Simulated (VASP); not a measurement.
Runs of VASP 6.6.1 on RuCl. The structure is that of space group R-3m (No. 166), or close to it. The cells are those of the table. The cell was generated, and may not be a known phase.

```csv
task,spin,cell,k mesh,cutoff (eV),gap on the mesh (eV),pressure (GPa),moment (μB)
single point,off,"a = 4.242 Å, angles 41.0°, 2 atoms",24 × 24 × 24,520,none,0.1,-
relaxation of cell and atoms,"collinear, ferromagnetic start","relaxed from a = 5.261 Å, angles 34.3°, 2 atoms",6 × 6 × 6,600,none,0.0,0.00
single point,"collinear, ferromagnetic start","a = 5.261 Å, angles 34.3°, 2 atoms",6 × 6 × 6,520,none,-9.4,(a)
single point,"collinear, ferromagnetic start","a = 4.231 Å, angles 41.2°, 2 atoms",6 × 6 × 6,520,none,0.2,0.00
```

Alike in all rows: level PBE; potentials or basis VASP PAW PBE potentials, release 64 (Ru_pv, Cl); smearing gaussian 0.1 eV.

Estimate the missing entries.

(a) 3.07.

Caveats: some runs use coarse meshes; an empty level that is flat over the whole mesh can mark a ghost state of the potentials, or a narrow d or f band (at least some runs); an odd number of electrons without spin polarisation forces a metal (at least some runs); a magnetic or distorted state may lie lower (at least some runs).

A k mesh can miss the band edges, and the runs leave out spin-orbit coupling on Ru.

A gap of «none» marks levels without a gap at the run's occupations.
